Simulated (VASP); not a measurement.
A run of VASP 6.6.1:

File INCAR:

```
PREC = Accurate
ENCUT = 400
EDIFF = 1E-6
ISMEAR = -1
SIGMA = 0.01
LREAL = False
LASPH = True
NELM = 200
ALGO = Normal
ISIF = 2
LWAVE = False
LCHARG = False
ISPIN = 2
MAGMOM = 3
LORBIT = 11
LMAXMIX = 4
NBANDS = 16
ISYM = 0
GGA_COMPAT = False
```

The input KPOINTS:

```
Automatic mesh
0
Gamma
  1 1 1
```

The input POSCAR:

```
V
1.0
   14.0000000000      0.0000000000      0.0000000000
    0.0000000000     14.4000000000      0.0000000000
    0.0000000000      0.0000000000     14.8000000000
V
1
Direct
    0.5000000000      0.5000000000      0.5000000000
```

Potentials or basis: VASP PAW LDA potentials, release 64 (V_sv).

Run with:

```bash
$ cat potpaw_LDA.64/V_sv/POTCAR > POTCAR
$ mpirun -np 1 vasp_gam > vasp.out
```

Hardware: 1 thread of Intel(R) Xeon(R) Platinum 8488C (Sapphire Rapids), on a shared host.

**Question.** Estimate the wall time of this run.

**Answer.** Run time: 17 min on 1 thread of Intel(R) Xeon(R) Platinum 8488C (Sapphire Rapids), on a shared host, peak memory 1.2 GiB. Counts: scf iterations 141, k points 1.
